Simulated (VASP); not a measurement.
A run of VASP 6.6.1:

File INCAR:

```
PREC = Accurate
ENCUT = 500
EDIFF = 1E-6
ISMEAR = 0
SIGMA = 0.1
LREAL = False
LASPH = True
NELM = 200
ALGO = Normal
ISIF = 2
LWAVE = False
LCHARG = False
LDAU = True
LDAUTYPE = 2
LDAUL = -1 1
LDAUU = 0 3.5
LDAUJ = 0 0
LDAUPRINT = 1
GGA = PE
NBANDS = 19
GGA_COMPAT = False
```

KPOINTS

```
regular mesh
0
Gamma
  4 4 4
```

File POSCAR:

```
SrCl2
1.0
    0.0000000000      3.4855000000      3.4855000000
    3.4855000000      0.0000000000      3.4855000000
    3.4855000000      3.4855000000      0.0000000000
Sr Cl
1 2
Direct
    0.0000000000      0.0000000000      0.0000000000
    0.2500000000      0.2500000000      0.2500000000
    0.7500000000      0.7500000000      0.7500000000
```

Potentials or basis: VASP PAW PBE potentials, release 64 (Sr_sv, Cl).

Command:

```console
$ cat potpaw_PBE.64/Sr_sv/POTCAR potpaw_PBE.64/Cl/POTCAR > POTCAR
$ mpirun -np 1 vasp_std > vasp.out
```

Hardware: 1 thread of Intel(R) Xeon(R) Platinum 8559C (Emerald Rapids) (shared host).

How long does it take, and how much memory?

It took 12 s on 1 thread of Intel(R) Xeon(R) Platinum 8559C (Emerald Rapids) (shared host), peak memory 0.2 GiB. Counts: scf iterations 13, k points 8.
